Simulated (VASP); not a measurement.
Set up this calculation in VASP 6.6.1, as the native input.

```yaml
Task: single point
Functional: PBE
Potentials_or_basis: VASP PAW PBE potentials, release 64 (Si, O)
Cutoff: 520 eV
k_mesh: 4 × 4 × 4
Occupations: gaussian, width 0.1 eV
Spin: no spin polarisation
Dipole_correction: no
Further_INCAR_settings: ALGO = Normal; EDIFF = 1e-07; NBANDS = 19
```

The structure of Si4O lies in POSCAR:

```
Si4O
1.0
    2.6031800188      0.0000000000      0.0000000000
    0.0000000000      5.6402272983      0.0000000000
    0.0000000000      0.0000000000      6.2668840180
Si O
4 1
Direct
    0.5000000000      0.2748355490      0.0000000000
    0.5000000000      0.7251644510      0.0000000000
    0.0000000000      0.5000000000      0.7050341166
    0.0000000000      0.5000000000      0.2949658834
    0.0000000000      0.0000000000      0.0000000000
```

The cell was generated, and may not be a known phase.

One way to write it, as run:

INCAR

```
SYSTEM = Si4O
ALGO = Normal ; EDIFF = 1E-7
ENCUT = 520 ; GGA = PE
ISIF = 2 ; ISMEAR = 0
LASPH = .True. ; LCHARG = .False.
LREAL = .False. ; LWAVE = .False.
NBANDS = 19 ; NELM = 60
PREC = Accurate ; SIGMA = 0.1
```

KPOINTS

```
k-points
0
Gamma
  4 4 4
  0 0 0
```

Potentials or basis: VASP PAW PBE potentials, release 64 (Si, O).

Launch:

```console
$ cat potpaw_PBE.64/Si/POTCAR potpaw_PBE.64/O/POTCAR > POTCAR
$ mpirun -np 1 vasp_std > vasp.out
```

It gave:

```yaml
Pressure: 0.0 GPa
Largest_force: 0.031 eV/Å
Band_gap_on_the_k_mesh: zero (bands 11 and 12 overlap by 3.09 eV)
```

Caveat: the k points lie up to 0.60 Å⁻¹ apart, too coarse for converged energies and pressures of a metal.

It took 29 s on 1 thread of Intel(R) Xeon(R) 6975P-C (Granite Rapids) (shared host), peak memory 0.19 GiB.
